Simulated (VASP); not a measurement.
A run of VASP 6.6.1 is set up as follows.

File INCAR:

```
PREC     = Accurate       # precision mode
ENCUT    = 520            # plane-wave cutoff, eV
EDIFF    = 1E-8           # SCF threshold, eV
ISMEAR   = -1             # smearing method
SIGMA    = 0.05           # smearing width, eV
LREAL    = False          # projectors in reciprocal space
LASPH    = True           # aspherical terms in the spheres
NELM     = 100            # most SCF steps
ALGO     = Normal         # electronic algorithm
ISIF     = 2              # what is computed and relaxed
LWAVE    = False          # write WAVECAR
LCHARG   = False          # write CHGCAR
GGA      = PS             # functional
LEFG     = True         
NBANDS   = 38             # bands
```

File KPOINTS:

```
Automatic mesh
0
Gamma
  11 11 7
```

Contents of POSCAR:

```
TaSi2
1.0
    4.7839004637      0.0000000000      0.0000000000
   -2.3919502318      4.1429793307      0.0000000000
    0.0000000000      0.0000000000      6.5700000000
Ta Si
3 6
Direct
    0.5000000000      0.0000000000      0.0000000000
    0.5000000000      0.5000000000      0.6666666667
    0.0000000000      0.5000000000      0.3333333333
    0.1589700000      0.3179400000      0.0000000000
    0.8410300000      0.1589700000      0.6666666667
    0.6820600000      0.8410300000      0.3333333333
    0.8410300000      0.6820600000      0.0000000000
    0.1589700000      0.8410300000      0.6666666667
    0.3179400000      0.1589700000      0.3333333333
```

Potentials or basis: VASP PAW PBE potentials, release 64 (Ta_pv, Si).

Launch:

```console
$ cat potpaw_PBE.64/Ta_pv/POTCAR potpaw_PBE.64/Si/POTCAR > POTCAR
$ mpirun -np 1 vasp_std > vasp.out
```

Task: Predict the largest force.

Result: 0.030 eV/Å.

Task: Predict the pressure.

Result: -1.9 GPa.

Task: What does it give for the band gap on the k mesh?

Result: Zero (an odd number of electrons rules out a gap without spin polarisation).

Electric field gradients, principal values (V/Å²):
```
atom   least   middle  greatest (by size)
1 Ta  -8.457  -46.521              54.978
2 Ta  -8.456  -46.520              54.977
3 Ta  -8.456  -46.521              54.978
4 Si   7.538   20.484             -28.022
5 Si   7.538   20.484             -28.022
6 Si   7.538   20.484             -28.022
7 Si   7.538   20.484             -28.022
8 Si   7.538   20.484             -28.022
9 Si   7.538   20.484             -28.022
```

Caveat: without QUAD_EFG the Cq values of the log hold for a quadrupole moment of 1 mb, not for the nuclei; the PAW data sets were made with another functional, which shifts forces and pressure a little; spin-orbit coupling is left out, which moves the levels of the heavy elements; an odd number of electrons without spin polarisation forces a metal; a magnetic or distorted state may lie lower.
